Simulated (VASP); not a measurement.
Input of a VASP 6.6.1 run:

POSCAR

```
InP
1.0
    0.0000000000      2.9537876420      2.9537876420
    2.9537876420      0.0000000000      2.9537876420
    2.9537876420      2.9537876420      0.0000000000
In P
1 1
Direct
    0.0000000000      0.0000000000      0.0000000000
    0.2500000000      0.2500000000      0.2500000000
```

Contents of INCAR.step1:

```
  ALGO = Normal
  EDIFF = 1E-5
  ENCUT = 520
  GGA = PE
  ISIF = 2
  ISMEAR = 0
  LASPH = T
  LCHARG = F
  LREAL = F
  LWAVE = T
  NBANDS = 16
  NELM = 60
  PREC = Accurate
  SIGMA = 0.01
```

Contents of INCAR.step2:

```
  ALGO = Normal
  EDIFF = 1E-7
  ENCUT = 520
  GGA = PE
  HFSCREEN = 0.2079
  ISIF = 2
  ISMEAR = 0
  ISTART = 1
  LASPH = T
  LCHARG = F
  LHFCALC = T
  LREAL = F
  LWAVE = F
  NBANDS = 16
  NELM = 60
  PREC = Accurate
  PRECFOCK = Normal
  SIGMA = 0.01
```

File KPOINTS:

```
k-points
0
Gamma
  4 4 4
```

Potentials or basis: VASP PAW PBE potentials, release 64 (In_d, P).

Launch:

```console
$ cat potpaw_PBE.64/In_d/POTCAR potpaw_PBE.64/P/POTCAR > POTCAR
$ cp INCAR.step1 INCAR
$ mpirun -np 1 vasp_std > vasp.out
$ cp INCAR.step2 INCAR
$ mpirun -np 1 vasp_std > vasp.out
```

(1) Estimate the band gap on the k mesh.

(2) Estimate the pressure.

Answers

(1) 1.39 eV.

(2) -0.2 GPa.

Caveat: the k points lie up to 0.46 Å⁻¹ apart; the PAW data sets were made with another functional, which shifts forces and pressure a little; spin-orbit coupling is left out, which moves the levels of the heavy elements.
